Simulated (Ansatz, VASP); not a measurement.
**In3As in VASP and in Ansatz**

```
CELL_PARAMETERS angstrom
4.79308 0.00000 0.00000
0.00000 4.79308 0.00000
0.00000 0.00000 4.79308
ATOMIC_POSITIONS crystal
In 0.00000 0.50000 0.50000
In 0.50000 0.00000 0.50000
In 0.50000 0.50000 0.00000
As 0.00000 0.00000 0.00000
```

Alike in both runs: task single point; functional r2SCAN; k mesh 4 × 4 × 4; occupations fermi-dirac, width 0.1 eV; no spin polarisation.

|  | VASP | Ansatz |
| --- | --- | --- |
| version | VASP 6.6.1 | Ansatz 0.2.0 |
| potentials or method | VASP PAW PBE potentials, release 64 (In_d, As), cutoff 520 eV | plane waves, PAW |
| valence electrons in the cell | 44 | 54 |

Ansatz gave:

| Item | Value |
| --- | --- |
| pressure (GPa) | -3.9 |

Problem. What did VASP give for the same quantities?

Solution. Pressure (GPa): -4.0.

VASP's potentials were made for PBE, not for r2SCAN. The functional is the same, so the differences come from potentials, cutoffs and numerics. VASP's potentials hold 44 valence electrons a cell and Ansatz's 54, so a difference there can come from the potentials and not from the codes.
